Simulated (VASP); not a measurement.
Input of a VASP 6.6.1 run:

INCAR

```
SYSTEM = Nb4N
PREC     = Accurate       ! precision mode
ENCUT    = 520            ! plane-wave cutoff, eV
EDIFF    = 1E-6           ! SCF threshold, eV
ISMEAR   = 0              ! smearing method
SIGMA    = 0.1            ! smearing width, eV
LREAL    = .False.        ! projectors in reciprocal space
LASPH    = .True.         ! aspherical terms in the spheres
NELM     = 150            ! most SCF steps
ALGO     = Normal         ! electronic algorithm
ISIF     = 2              ! what is computed and relaxed
LWAVE    = .False.        ! write WAVECAR
LCHARG   = .False.        ! write CHGCAR
ISPIN    = 2              ! spin polarisation
MAGMOM   = 0 0 0 0 3      ! initial moments
LORBIT   = 11             ! projections on sites
LMAXMIX  = 4              ! l up to which the mixer works
LDIPOL   = .True.       
IDIPOL   = 3            
DIPOL    = 0.5 0.5 0.354
GGA      = PE             ! functional
NBANDS   = 40             ! bands
```

File KPOINTS:

```
regular mesh
0
Gamma
  8 8 1
  0 0 0
```

Contents of POSCAR:

```
Nb4N
1.0
    3.3111160015      0.0000000000      0.0000000000
    0.0000000000      3.3111160015      0.0000000000
    0.0000000000      0.0000000000     21.7993006655
Nb N
4 1
Direct
    0.5000000000      0.5000000000      0.1834921249
    0.0000000000      0.0000000000      0.2594375887
    0.5000000000      0.5000000000      0.3336918596
    0.0000000000      0.0000000000      0.4036505941
    0.5000000000      0.5000000000      0.5921887525
```

Potentials or basis: VASP PAW PBE potentials, release 64 (Nb_sv, N).

Launch:

```bash
$ cat potpaw_PBE.64/Nb_sv/POTCAR potpaw_PBE.64/N/POTCAR > POTCAR
$ mpirun -np 1 vasp_std > vasp.out
```

Task: What does it give for the largest force?

Result: 0.780 eV/Å.

Task: Predict the net moment.

Result: 3.04 μB per cell.

Task: Predict the site moments.

Result: Nb +0.10, +0.01, -0.01 (each value once); N +1.91 μB.

Forces in eV/Å, atoms in the order of the input:
```
Nb   0.000  0.000  0.729
Nb   0.000  0.000 -0.780
Nb   0.000  0.000  0.151
Nb   0.000  0.000  0.004
N    0.000  0.000 -0.104
```
